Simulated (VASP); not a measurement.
Input of a VASP 6.6.1 run:

The input INCAR:

```
PREC = Accurate
ENCUT = 520
EDIFF = 1E-8
ISMEAR = -1
SIGMA = 0.05
LREAL = False
LASPH = True
NELM = 100
ALGO = Normal
ISIF = 2
LWAVE = False
LCHARG = False
GGA = CA
IBRION = 8
NSW = 1
```

File KPOINTS:

```
regular mesh
0
Gamma
  6 6 6
```

Contents of POSCAR:

```
CdSe
1.0
    0.0000000000      3.0702711986      3.0702711986
    3.0702711986      0.0000000000      3.0702711986
    3.0702711986      3.0702711986      0.0000000000
Cd Se
1 1
Direct
    0.0000000000      0.0000000000      0.0000000000
    0.2500000000      0.2500000000      0.2500000000
```

Potentials or basis: VASP PAW LDA potentials, release 64 (Cd, Se).

Run with:

```sh
$ cat potpaw_LDA.64/Cd/POTCAR potpaw_LDA.64/Se/POTCAR > POTCAR
$ mpirun -np 1 vasp_std > vasp.out
```

Problem. Estimate the highest phonon frequency at Γ, LO-TO splitting left out.

Solution. 158 cm⁻¹.

Phonon frequencies in cm⁻¹ (negative: imaginary):
```tsv
q point	frequencies
(0.000, 0.000, 0.000)	0 0 0 158 158 158
```

Caveat: the cell wasn't relaxed at this level first, which shifts response properties.
